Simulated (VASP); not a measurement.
Wanted: the native input for a VASP 6.6.1 run.

- Task: single point
- Functional: PBE
- Potentials or basis: VASP PAW PBE potentials, release 64 (Mo_sv, S)
- Cutoff: 520 eV
- k mesh: 9 × 9 × 4
- Occupations: fermi-dirac, width 0.05 eV
- Spin: no spin polarisation
- Hubbard terms: Mo d U = 5.0 eV
- Dipole correction: no
- Further INCAR settings: ALGO = Normal; EDIFF = 1e-06; NBANDS = 20

The structure of MoS2 lies in POSCAR:

```
MoS2
1.0
    3.2274645616      0.0000000000      0.0000000000
   -1.6137322808      2.7950663001      0.0000000000
    0.0000000000      0.0000000000      6.3124734200
Mo S
1 2
Direct
    0.0000000000      0.0000000000      0.5000000000
    0.6666666667      0.3333333333      0.7446806800
    0.3333333333      0.6666666667      0.2553193200
```

One way to write it, as run:

INCAR

```
SYSTEM = MoS2
  PREC = Accurate
  ENCUT = 520
  EDIFF = 1E-6
  ISMEAR = -1
  SIGMA = 0.05
  LREAL = .False.
  LASPH = .True.
  NELM = 150
  ALGO = Normal
  ISIF = 2
  LWAVE = .False.
  LCHARG = .True.
  LMAXMIX = 4
  LDAU = .True.
  LDAUTYPE = 2
  LDAUL = 2 -1
  LDAUU = 5 0
  LDAUJ = 0 0
  LDAUPRINT = 1
  GGA = PE
  LELF = .True.
  LVHAR = .True.
  NBANDS = 20
```

KPOINTS

```
regular mesh
0
Gamma
  9 9 4
  0 0 0
```

Potentials or basis: VASP PAW PBE potentials, release 64 (Mo_sv, S).

Command:

```sh
$ cat potpaw_PBE.64/Mo_sv/POTCAR potpaw_PBE.64/S/POTCAR > POTCAR
$ mpirun -np 1 vasp_std > vasp.out
```

Results of the run:

The pressure is 3.8 GPa and the largest force is 0.504 eV/Å. The band gap on the k mesh is zero (bands 13 and 14 overlap by 1.14 eV).

Caveat: the cell stands under pressure; this functional lacks dispersion, which binds the layers, so the pressure and a relaxed spacing across them are unreliable; U without spin polarisation on a metal has little footing.

Run time: 64 s on 1 thread of Intel Xeon 8259CL (shared host), peak memory 0.19 GiB.
